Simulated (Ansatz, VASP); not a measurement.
## Cd: VASP beside Ansatz

```
Cd
1.0
     0.00000    2.18582    2.18582
     2.18582    0.00000    2.18582
     2.18582    2.18582    0.00000
Cd
1
Direct
  0.00000 0.00000 0.00000
```

Alike in both runs: task single point; functional r2SCAN; k mesh 14 × 14 × 14; occupations fermi-dirac, width 0.1 eV; no spin polarisation.

|  | VASP | Ansatz |
| --- | --- | --- |
| version | VASP 6.6.1 | Ansatz 0.2.0 |
| potentials or method | VASP PAW PBE potentials, release 64 (Cd), cutoff 550 eV | plane waves (500 eV) with PAW, scalar-relativistic |
| valence electrons in the cell | 12 | 20 |

```csv
,VASP,Ansatz,Ansatz less VASP
pressure (GPa),2.7,2.4,-0.35
```

VASP's potentials were made for PBE, not for r2SCAN. VASP's potentials hold 12 valence electrons a cell and Ansatz's 20, so a difference there can come from the potentials and not from the codes.
